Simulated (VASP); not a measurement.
# Sr: single point with r2SCAN

Crystal: Sr.

```
Sr
1.0
     0.00000    3.05211    3.05211
     3.05211    0.00000    3.05211
     3.05211    3.05211    0.00000
Sr
1
Direct
  0.00000 0.00000 0.00000
```

| Property | Result |
| --- | --- |
| Program | VASP 6.6.1 |
| Task | single point |
| Functional | r2SCAN |
| Potentials or basis | VASP PAW PBE potentials, release 64 (Sr_sv) |
| Cutoff | 520 eV |
| k mesh | 9 × 9 × 9 |
| Occupations | methfessel-paxton, width 0.6 eV |
| Spin | no spin polarisation |
| Dipole correction | no |
| Further INCAR settings | ALGO = Normal; EDIFF = 1e-06; NBANDS = 11 |

```json
{
 "Pressure": "0.0 GPa",
 "Band gap on the k mesh": "zero (band 5 reaches 1.46 eV, above the bottom of band 6 at 1.45 eV)"
}
```

Levels at points of the mesh, in eV from the Fermi level:
```
           k point  band 1  band 2  band 3  band 4  band 5  band 6  band 7  band 8  band 9  band 10
(0.00, 0.00, 0.00)  -38.09  -19.35  -19.35  -19.35   -3.78    2.66    2.66    2.66    4.16     4.16
```

Run time: 50 s on 1 thread of AMD EPYC 9R45 96-Core Processor (Zen 5), with other jobs on the host, peak memory 0.16 GiB.

Caveat: the PAW data sets were made with another functional, which shifts forces and pressure a little.
